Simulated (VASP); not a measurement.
Here is a VASP 6.6.1 calculation.

INCAR

```
ALGO = Normal
EDIFF = 1E-6
ENCUT = 520
GGA = PS
ISIF = 2
ISMEAR = -1
LASPH = T
LCHARG = T
LELF = T
LREAL = F
LVHAR = T
LWAVE = F
NBANDS = 35
NELM = 100
PREC = Accurate
SIGMA = 0.05
```

Contents of KPOINTS:

```
k-points
0
Gamma
  10 10 3
```

POSCAR

```
WS2
1.0
    3.1461901667      0.0000000000      0.0000000000
   -1.5730950834      2.7246806095      0.0000000000
    0.0000000000      0.0000000000     12.6939939163
W S
2 4
Direct
    0.6666666667      0.3333333333      0.7500000000
    0.3333333333      0.6666666667      0.2500000000
    0.6666666667      0.3333333333      0.3734926304
    0.3333333333      0.6666666667      0.8734926304
    0.6666666667      0.3333333333      0.1265073696
    0.3333333333      0.6666666667      0.6265073696
```

Potentials or basis: VASP PAW PBE potentials, release 64 (W_sv, S).

Run with:

```bash
$ cat potpaw_PBE.64/W_sv/POTCAR potpaw_PBE.64/S/POTCAR > POTCAR
$ mpirun -np 1 vasp_std > vasp.out
```

What does it give for the pressure?

0.1 GPa.

Estimate the band gap on the k mesh.

1.19 eV, indirect (least direct gap 2.20 eV).

Predict the largest force.

0.019 eV/Å.

Forces in eV/Å, atoms in the order of the input:
```
W    0.000  0.000  0.000
W    0.000  0.000  0.000
S    0.000  0.000  0.019
S    0.000  0.000  0.019
S    0.000  0.000 -0.019
S    0.000  0.000 -0.019
```

Caveat: the PAW data sets were made with another functional, which shifts forces and pressure a little; spin-orbit coupling is left out, which moves the levels of the heavy elements; this functional lacks dispersion, which binds the layers, so the pressure and a relaxed spacing across them are unreliable. As with any semilocal functional, this PBEsol gap is likely too small.
